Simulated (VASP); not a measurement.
# Si13C3 (P1) in VASP: notebook

The runs below take Si13C3 through single point, relaxation of cell and atoms, with PBE.

Everything below comes from runs of VASP 6.6.1. Logs are shortened: lines on timing, memory, paths and dates and some standing lists are left out, and cuts for length are marked.

## Step 1: The cell of the first run

The typed cell holds 16 atoms: a = 7.098 Å, b = 7.181 Å, c = 7.097 Å, α = 61.21°, β = 60.68°, γ = 61.20°.

## Step 2: Single point, PBE

File INCAR:

```
SYSTEM = Si13C3
PREC = Accurate ; ENCUT = 520
EDIFF = 1E-6 ; ISMEAR = 0
SIGMA = 0.1 ; LREAL = Auto
LASPH = .TRUE. ; NELM = 100
ALGO = Normal ; ISIF = 2
LWAVE = .FALSE. ; LCHARG = .FALSE.
GGA = PE ; NBANDS = 46
ISYM = 0
```

File KPOINTS:

```
Automatic mesh
0
Gamma
  2 2 2
  0.5 0.5 0.5
```

File POSCAR:

```
Si13C3
1.0
   -5.0129328437      5.0241768892     -0.0572447303
   -5.0771620231     -0.1214739097      5.0771086219
    0.0572214649      5.0241536238      5.0128561771
C Si
3 13
Direct
    0.8717660916      0.8730888961      0.3720379893
    0.3854911134      0.8730956338      0.3704190352
    0.8702411552      0.8731058173      0.8856614328
   -0.0204199462      0.9741429756      0.0245792347
    0.5240604771      0.9749662330      1.0242233484
    0.9849731218      0.5453193056      0.9879169579
    0.0100204837     -0.0293278938      0.5101776036
    0.5020961878      0.4927209206      0.0039931632
    0.5243318201      0.9738805026      0.4800823693
   -0.0157123263      0.5451603695      0.4855215513
    0.4886829372      0.5452871931      0.4844725722
    0.8758642896      0.3736584214      0.3750373117
    0.3726561060      0.3688194415      0.3859922982
    0.3772518128      0.8672131920      0.8777554510
    0.8841156490      0.3691144871      0.8739116102
    0.3722497076      0.3697095573      0.8716652863
```

Potentials or basis: VASP PAW PBE potentials, release 64 (C, Si).

On the command line:

```bash
$ cat potpaw_PBE.64/C/POTCAR potpaw_PBE.64/Si/POTCAR > POTCAR
$ mpirun -np 1 vasp_std > vasp.out
```

OUTCAR:

```text
SYSTEM = Si13C3
   PREC = Accurate
   ENCUT = 520
   EDIFF = 1E-6
   ISMEAR = 0
   LREAL = Auto
   LASPH = .TRUE.
   NELM = 100
   ISIF = 2
   GGA = PE
   ISYM = 0

 ion  position               nearest neighbor table
   1  0.872  0.873  0.372-  10 1.96   9 2.04   4 2.04   7 2.16
   2  0.385  0.873  0.370-  11 1.95   9 2.02   5 2.03   7 2.20
   3  0.870  0.873  0.886-   6 1.95   4 2.02   5 2.03   7 2.20
   4  0.980  0.974  0.025-   3 2.02   1 2.04  14 2.33  15 2.36
   5  0.524  0.975  0.024-   3 2.03   2 2.03  14 2.32  16 2.37
   6  0.985  0.545  0.988-   3 1.95  15 2.28  12 2.29  16 2.30
[... 8 lines left out ...]
  15  0.884  0.369  0.874-   8 2.24   6 2.28  10 2.30   4 2.36
  16  0.372  0.370  0.872-   8 2.22  11 2.29   6 2.30   5 2.37

IMPORTANT INFORMATION: All symmetrisations will be switched off!
NOSYMM: (Re-)initialisation of all symmetry stuff for point group C_1.

----------------------------------------------------------------------------------------

                                     Primitive cell

  volume of cell :     261.7135

  direct lattice vectors                    reciprocal lattice vectors
    -5.012932844  5.024176889 -0.057244730    -0.099792737  0.098357953 -0.097440494
    -5.077162023 -0.121473910  5.077108622    -0.097331945 -0.096005125  0.097332530
     0.057221465  5.024153624  5.012856177     0.097439909  0.098358881  0.099794249

  length of vectors
     7.097543664  7.181181106  7.097472859     0.170667886  0.167821670  0.170668970

  position of ions in fractional coordinates (direct lattice)
     0.871766092  0.873088896  0.372037989
     0.385491113  0.873095634  0.370419035
     0.870241155  0.873105817  0.885661433
     0.979580054  0.974142976  0.024579235
     0.524060477  0.974966233  0.024223348
     0.984973122  0.545319306  0.987916958
[... 8 lines left out ...]
     0.884115649  0.369114487  0.873911610
     0.372249708  0.369709557  0.871665286

  ion indices of the primitive-cell ions
   primitive index   ion index
                 1           1
                 2           2
                 3           3
                 4           4
                 5           5
                 6           6
[... 8 lines left out ...]
                15          15
                16          16

----------------------------------------------------------------------------------------

 KPOINTS: Automatic mesh

Automatic generation of k-mesh.
 Grid dimensions read from file:
 generate k-points for:    2    2    2

 Generating k-lattice:

  Cartesian coordinates                     Fractional coordinates (reciprocal lattice)
    -0.049896369  0.049178977 -0.048720247     0.500000000 -0.000000000 -0.000000000
    -0.048665973 -0.048002563  0.048666265    -0.000000000  0.500000000  0.000000000
     0.048719955  0.049179440  0.049897125    -0.000000000  0.000000000  0.500000000

  Length of vectors
     0.085333943  0.083910835  0.085334485

  Shift w.r.t. Gamma in fractional coordinates (k-lattice)
     0.500000000  0.500000000  0.500000000

 Subroutine IBZKPT returns following result:
 ===========================================

 Found      4 irreducible k-points:

 Following reciprocal coordinates:
            Coordinates               Weight
  0.250000  0.250000  0.250000      2.000000
 -0.250000  0.250000  0.250000      2.000000
 -0.250000 -0.250000  0.250000      2.000000
  0.250000 -0.250000  0.250000      2.000000
   k-points           NKPTS =      4   k-points in BZ     NKDIM =      4   number of bands    NBANDS=     46
   number of dos      NEDOS =    301   number of ions     NIONS =     16
   total plane-waves  NPLWV = 157464
   dimension x,y,z NGX =    54 NGY =   54 NGZ =   54
   dimension x,y,z NGXF=   108 NGYF=  108 NGZF=  108
   ions per type =               3  13
   NGX,Y,Z   is equivalent  to a cutoff of  12.65, 12.50, 12.65 a.u.
   NGXF,Y,Z  is equivalent  to a cutoff of  25.30, 25.00, 25.30 a.u.
 SYSTEM =  Si13C3
   PREC   = accura    normal or accurate (medium, high low for compatibility)
   ISTART =      0    job   : 0-new  1-cont  2-samecut
   ICHARG =      2    charge: 1-file 2-atom 10-const
   ISPIN  =      1    spin polarized calculation?
   LNONCOLLINEAR =      F non collinear calculations
   LSORBIT =      F    spin-orbit coupling
   LASPH  =      T    aspherical Exc in radial PAW
   ENCUT  =  520.0 eV  38.22 Ry    6.18 a.u.  13.20 13.35 13.20*2*pi/ulx,y,z
   NELM   =    100;   NELMIN=  2; NELMDL= -5     # of ELM steps
   EDIFF  = 0.1E-05   stopping-criterion for ELM
   LREAL  =      T    real-space projection
   EDIFFG = 0.1E-04   stopping-criterion for IOM
   NSW    =      0    number of steps for IOM
   IBRION =     -1    ionic relax: 0-MD 1-quasi-New 2-CG
   NFREE  =      0    steps in history (QN), initial steepest desc. (CG)
   ISIF   =      2    stress and relaxation
   ISYM   =      0    0-nonsym 1-usesym 2-fastsym
   POTIM  = 0.5000    time-step for ionic-motion
   TEBEG  =    0.0;   TEEND  =   0.0 temperature during run
   PSTRESS=    0.0 pullay stress
   NELECT =      64.0000    total number of electrons
   NUPDOWN=      -1.0000    fix difference up-down
   EMIN   =  10.00;   EMAX   =-10.00  energy-range for DOS
   EFERMI =   0.00;   METHOD = LEGACY
   ISMEAR =     0;   SIGMA  =   0.10  broadening in eV -4-tet -1-fermi 0-gaus
   EFERMI_NEDOS =   21; number of points for ismear=-14 and -15
   IALGO  =     38    algorithm
   IMIX   =      4    mixing-type and parameters
     AMIX     =   0.40;   BMIX     =  1.00
     AMIX_MAG =   1.60;   BMIX_MAG =  1.00
  volume/ion in A,a.u.               =      16.36       110.38
  Fermi-wavevector in a.u.,A,eV,Ry     =   1.023747  1.934602 14.259703  1.048059
  Thomas-Fermi vector in A             =   2.157497
   LORBIT       =      0    0 simple, 1 ext, 2 COOP (PROOUT), +10 PAW based schemes
   GGA     = PE    functional components
   LHFCALC =     F    Hartree Fock is set to
   AEXX    =    0.0000 exact exchange contribution
   IVDW    =     0    specifies the selected vdW correction
   LEPSILON=     F    determine dielectric tensor
   LRPA    =     F    only Hartree local field effects (RPA)
 non-spin polarized calculation
 Gauss-broadening in eV      SIGMA  =   0.10
  energy-cutoff  :      520.00
  volume of cell :      261.71
 maximum number of plane-waves:      7078
 NGX is ok and might be reduce to    54
   NGX = 27   NGY = 27   NGZ = 27

 number of electron      64.0000001 magnetization

 Free energy of the ion-electron system (eV)
  ---------------------------------------------------
  ext. energy  EPLUGINS =         0.00000000
  ---------------------------------------------------
  free energy    TOTEN  =       -93.53604960 eV

  energy without entropy =      -93.50864692  energy(sigma->0) =      -93.52234826

 E-fermi :   6.9089     XC(G=0):  -9.9667

 val. band max:        6.8916571735   @ k =   0.2500   0.2500   0.2500
 cond. band min:       6.9260500717   @ k =   0.2500   0.2500   0.2500
 fundamental gap:      0.0343928983
 Fermi energy:         6.9088500955

 k-point     1 :       0.2500    0.2500    0.2500
  band No.  band energies     occupation
      1      -6.9103      2.00000
      2      -5.6185      2.00000
      3      -5.3187      2.00000
      4      -4.0241      2.00000
      5      -3.2784      2.00000
      6      -2.4826      2.00000
[... 36 lines left out ...]
     43       9.9579      0.00000
     44      10.1919      0.00000

 k-point     2 :      -0.2500    0.2500    0.2500
  band No.  band energies     occupation
      1      -6.5709      2.00000
      2      -5.9510      2.00000
      3      -5.4598      2.00000
      4      -4.0416      2.00000
      5      -3.4988      2.00000
      6      -3.3631      2.00000
[... 36 lines left out ...]
     43      10.6201      0.00000
     44      10.8618      0.00000

 k-point     3 :      -0.2500   -0.2500    0.2500
  band No.  band energies     occupation
      1      -6.5709      2.00000
      2      -5.9509      2.00000
      3      -5.4599      2.00000
      4      -4.0407      2.00000
      5      -3.4996      2.00000
      6      -3.3632      2.00000
[... 36 lines left out ...]
     43      10.6202      0.00000
     44      10.8618      0.00000

 k-point     4 :       0.2500   -0.2500    0.2500
  band No.  band energies     occupation
      1      -6.7075      2.00000
      2      -5.6121      2.00000
      3      -5.3642      2.00000
      4      -4.6923      2.00000
      5      -3.5308      2.00000
      6      -2.8108      2.00000
[... 36 lines left out ...]
     43      10.6699      0.00000
     44      10.7380      0.00000
 [bands above 44 left out]

------------------------ aborting loop because EDIFF is reached ----------------------------------------

  FORCE on cell =-STRESS in cart. coord.  units (eV):
  Direction    XX          YY          ZZ          XY          YZ          ZX
  --------------------------------------------------------------------------------------
  -------------------------------------------------------------------------------------
  Total       -0.0451997      0.0453759     -0.0349677     -0.0353168      0.0321144     -0.0235128
  in kB       -0.2767067      0.2777855     -0.2140682     -0.2162052      0.1966006     -0.1439427
  external PRESSURE =      -0.0709965 kB  Pullay stress =       0.0000000 kB

 VOLUME and BASIS-vectors are now :
 -----------------------------------------------------------------------------
  energy-cutoff  :      520.00
  volume of cell :      261.71
      direct lattice vectors                 reciprocal lattice vectors
    -5.012932844  5.024176889 -0.057244730    -0.099792737  0.098357953 -0.097440494
    -5.077162023 -0.121473910  5.077108622    -0.097331945 -0.096005125  0.097332530
     0.057221465  5.024153624  5.012856177     0.097439909  0.098358881  0.099794249

 POSITION                                       TOTAL-FORCE (eV/Angst)
 -----------------------------------------------------------------------------------
     -8.78163      6.14303      6.24784         0.002012     -0.000293     -0.001602
     -6.34409      3.69176      6.26759         0.001226     -0.001930     -0.001213
     -8.74468      8.71589      8.82273         0.002112     -0.004210      0.000260
     -9.85504      4.92674      5.01297        -0.015983      0.003110     -0.006932
     -7.57576      2.63624      5.04144         0.000856     -0.017787      0.000754
     -7.64975      9.84588      7.66455        -0.002585      0.008092     -0.006858
[... 8 lines left out ...]
     -6.25606      8.78778      6.20422         0.003193     -0.002714      0.003898
     -3.69326      6.20472      6.22528        -0.002999      0.011052      0.002735
 -----------------------------------------------------------------------------------
    total drift:                                0.001429     -0.002337     -0.006367

  FREE ENERGIE OF THE ION-ELECTRON SYSTEM (eV)
  ---------------------------------------------------
  free  energy   TOTEN  =       -93.5360496038 eV

  energy  without entropy=      -93.5086469170  energy(sigma->0) =      -93.52234826
```

Wall time 66 s (1 thread of AMD EPYC 9R45 (Zen 5), shared host); peak memory 0.33 GiB.

What came out:

* Free energy: -93.5360 eV
* Pressure: 0.0 GPa
* Largest force: 0.018 eV/Å
* Band gap on the k mesh: 0.03 eV, direct

Forces in eV/Å, atoms in the order of the input:
```
C    0.002  0.000 -0.002
C    0.001 -0.002 -0.001
C    0.002 -0.004  0.000
Si  -0.016  0.003 -0.007
Si   0.001 -0.018  0.001
Si  -0.003  0.008 -0.007
Si  -0.001  0.002  0.001
Si  -0.003 -0.014  0.001
Si   0.007  0.001  0.016
Si   0.007  0.004 -0.007
Si   0.007  0.006  0.003
Si   0.000  0.002  0.000
Si  -0.005 -0.003 -0.004
Si   0.001  0.007 -0.001
Si   0.003 -0.003  0.004
Si  -0.003  0.011  0.003
```

## Step 3: Single point, PBE

This run uses another cell than the first one, of 16.97 Å³/atom, 1.038 times its volume.

File INCAR:

```
PREC = Accurate
ENCUT = 520
EDIFF = 1E-6
ISMEAR = 0
SIGMA = 0.1
LREAL = Auto
LASPH = T
NELM = 60
ALGO = Normal
ISIF = 2
LWAVE = F
LCHARG = T
GGA = PE
LELF = T
LVHAR = T
ISYM = 0
NBANDS = 46
```

KPOINTS is that of step 2.

File POSCAR:

```
Si13C3
1.0
   -5.2059102004      5.2109238089      0.1128459171
   -5.1696436177      0.1491124997      5.2497492491
   -0.1508007764      5.1729689496      5.2480609724
C Si
3 13
Direct
    0.0008710043      0.0012005525      0.5024777085
    0.5270913927      0.5235894469      0.0245223605
    0.3460904123      0.3486561566      0.8501332521
    1.0021717423     -0.0038332029      0.9973349771
    0.4816166569      0.0363590042      0.9854988129
    1.0370050620      0.4826791754     -0.0158874750
    0.4977782694      1.0007668849      0.5016052234
    0.0024426963      0.4963253889      0.4972044341
    0.4816746525      0.4841172778      0.5376949820
    0.8846967378      0.8933523383      0.3951584709
    0.3358107239      0.8883466554      0.3898108534
    0.8842745825      0.3378312989      0.3886355354
    0.8842147706      0.8871140311      0.8391873847
    0.3916070413      0.3945976046      0.3398575226
    0.3914865342      0.8385609598      0.8958971296
    0.8366162797      0.3939509690      0.8953312211
```

Potentials or basis: VASP PAW PBE potentials, release 64 (C, Si).

On the command line:

```bash
$ cat potpaw_PBE.64/C/POTCAR potpaw_PBE.64/Si/POTCAR > POTCAR
$ mpirun -np 1 vasp_std > vasp.out
```

Wall time 75 s (1 thread of AMD EPYC 9R45 (Zen 5), shared host); peak memory 0.36 GiB.

It converged, with:

- Free energy: -93.4101 eV
- Pressure: 0.0 GPa
- Largest force: 0.015 eV/Å
- Band gap on the k mesh: 0.28 eV, indirect (least direct gap 0.29 eV)

Forces in eV/Å, atoms in the order of the input:
```
C   -0.001  0.001 -0.001
C    0.003 -0.004  0.007
C    0.000  0.006 -0.001
Si  -0.001  0.002  0.001
Si   0.006  0.004 -0.006
Si   0.004 -0.005  0.003
Si   0.001  0.004  0.001
Si   0.004  0.003  0.001
Si  -0.008 -0.008 -0.009
Si   0.005 -0.009 -0.010
Si  -0.006  0.006 -0.005
Si  -0.007 -0.006  0.007
Si   0.004  0.008  0.010
Si   0.011  0.006  0.004
Si  -0.008 -0.012  0.005
Si  -0.007  0.004 -0.006
```

Levels at points of the mesh, in eV from the valence-band top:
| k point | band 28 | band 29 | band 30 | band 31 | band 32 | band 33 | band 34 | band 35 | band 36 | band 37 |
| --- | --- | --- | --- | --- | --- | --- | --- | --- | --- | --- |
| (0.25, 0.25, 0.25) | -1.36 | -1.22 | -0.98 | -0.14 | 0.00 | 0.29 | 0.85 | 1.28 | 1.45 | 1.59 |

A k mesh can miss the band edges.

## Step 4: Relaxation of cell and atoms, PBE

This run uses another cell than the first one, of 15.78 Å³/atom, 0.965 times its volume.

File INCAR:

```
PREC     = Accurate       # precision mode
ENCUT    = 600            # plane-wave cutoff, eV
EDIFF    = 1E-6           # SCF threshold, eV
ISMEAR   = 0              # smearing method
SIGMA    = 0.1            # smearing width, eV
LREAL    = Auto         
LASPH    = T              # aspherical terms in the spheres
NELM     = 80             # most SCF steps
ALGO     = Normal         # electronic algorithm
ISIF     = 3              # what is computed and relaxed
LWAVE    = F              # write WAVECAR
LCHARG   = F              # write CHGCAR
GGA      = PE             # functional
IBRION   = 2              # ionic algorithm
NSW      = 70             # ionic steps
EDIFFG   = -0.04          # ionic threshold
ISYM     = 0
```

KPOINTS is that of step 3.

File POSCAR:

```
Si13C3
1.0
   -5.0167119600      5.0167119600      0.0000000000
   -5.0167119600      0.0000000000      5.0167119600
    0.0000000000      5.0167119600      5.0167119600
C Si
3 13
Direct
    0.8759111958      0.8765285830      0.3740365608
    0.3710625781      0.8784780422      0.3719206272
    0.8750329020      0.8730355699      0.8782927350
    0.0017501666      0.9990776893      0.0002441809
    0.5072078640      0.9968116646      0.9973954111
    0.9993900635      0.5015549063      0.9989945547
    0.0040734785      0.0014330112      0.4987309528
    0.5025797434      0.4996477619      0.0027846713
    0.4979696929      0.9956067498      0.5037097105
    0.0000215382      0.5005089107      0.5030790900
    0.5017704067      0.5006031464      0.4962788307
    0.8741748188      0.3708571255      0.3765342352
    0.3721343587      0.3726626963      0.3812426685
    0.3784255868      0.8706898552      0.8764217977
    0.8735963395      0.3798958325      0.8732954752
    0.3725679468      0.3725635080      0.8804857136
```

On the command line:

```bash
$ cat potpaw_PBE.64/C/POTCAR potpaw_PBE.64/Si/POTCAR > POTCAR
$ mpirun -np 1 vasp_std > vasp.out
```

Run time: 34 min. Hardware: 1 thread of AMD EPYC 9R45 (Zen 5), shared host; peak memory 0.56 GiB.

Results (log left out):

- Free energy: -93.5286 eV
- Relaxed volume: 16.35 Å³/atom
- Relaxed cell: a = 7.123 Å, b = 7.232 Å, c = 7.128 Å, α = 60.48°, β = 59.99°, γ = 60.50°
- Space group after relaxing (to 0.05 Å): R3m (No. 160)
- Energy gained by relaxing: 256.4 meV/atom
- Ionic steps: 12
- Pressure after relaxing: 0.0 GPa
- Largest force after relaxing: 0.033 eV/Å
- Band gap on the k mesh: zero (band 32 reaches 7.19 eV, above the bottom of band 33 at 6.98 eV)

Forces in eV/Å, atoms in the order of the input:
```
C    0.007  0.003 -0.014
C   -0.001  0.023  0.004
C    0.016 -0.007  0.003
Si  -0.004  0.003 -0.013
Si   0.014 -0.014  0.012
Si   0.003  0.002  0.013
Si   0.024  0.015 -0.006
Si  -0.017 -0.010 -0.009
Si  -0.007  0.009  0.020
Si   0.007 -0.008 -0.007
Si  -0.025  0.009 -0.013
Si   0.018  0.018 -0.021
Si  -0.018 -0.010  0.025
Si  -0.003 -0.006  0.006
Si  -0.016  0.003  0.002
Si   0.001 -0.030 -0.003
```

The path:
```
step  energy change (eV)  largest force (eV/Å)  pressure (GPa)  volume (Å³)
   1              0.0000                5.0136           11.15       252.52
   2             -2.6988                1.1881           -9.81       294.82
   3             -3.2331                1.4412           -5.61       281.05
   4             -3.9934                0.6109           -0.75       265.03
   5             -4.0023                0.6920           -0.05       263.22
   6             -4.0843                0.3278            0.22       261.46
   7             -4.0849                0.3475            0.25       261.30
   8             -4.0990                0.1948           -0.15       261.80
   9             -4.0997                0.1142           -0.08       261.71
  10             -4.1023                0.0672            0.01       261.49
  11             -4.1024                0.0586            0.04       261.42
  12             -4.1031                0.0330            0.00       261.52
```

Final structure:
```xyz
16
Lattice="-5.0353 5.0380 0.0015 -5.1123 -0.0754 5.1151 0.0007 5.0401 5.0403" Properties=species:S:1:pos:R:3 pbc="T T T"
C    -8.8479    6.1944    6.3340
C    -6.4014    3.7490    6.3286
C    -8.8513    8.7956    8.9266
Si   -9.8963    4.9715    5.1157
Si   -7.6329    2.7088    5.1080
Si   -7.7440    9.8959    7.7616
Si   -4.9984    2.5683    7.5146
Si   -5.0728    2.4884    2.5775
Si   -7.6205    4.9735    7.3739
Si   -7.7396    7.3587    5.2347
Si   -5.2289    4.8544    5.2329
Si   -6.3085    6.2843    3.7988
Si   -3.7549    3.7979    3.8225
Si   -6.3690    6.2363    8.8920
Si   -6.3313    8.8266    6.3001
Si   -3.7720    6.2751    6.2981
```

Levels at points of the mesh, in eV from the Fermi level:
| k point | band 30 | band 31 | band 32 | band 33 | band 34 | band 35 |
| --- | --- | --- | --- | --- | --- | --- |
| (0.25, 0.25, 0.25) | -0.97 | -0.47 | -0.06 | -0.01 | 0.27 | 0.45 |

Caveat: the k points lie up to 0.54 Å⁻¹ apart in the final cell.

## Step 5: The runs side by side

```csv
task,cell,cutoff (eV),gap on the mesh (eV),pressure (GPa),largest force (eV/Å)
single point,"a = 7.098, b = 7.181 Å, angles 61.2, 60.7, 61.2°, 16 atoms",520,0.03,0.0,0.02
single point,"a = 7.367, b = 7.369, c = 7.371 Å, angles 57.6, 58.5, 58.6°, 16 atoms",520,0.28,0.0,0.01
relaxation of cell and atoms,"relaxed from a = 7.095 Å, angles 60.0°, 16 atoms",600,none,0.0,0.03
```

Alike in all rows: level PBE; potentials or basis VASP PAW PBE potentials, release 64 (C, Si); no spin polarisation; k mesh 2 × 2 × 2, shifted; smearing gaussian 0.1 eV.

Caveats: some runs use coarse meshes.

Total energies depend on the potentials used, so only differences within one code and one set of settings carry meaning.
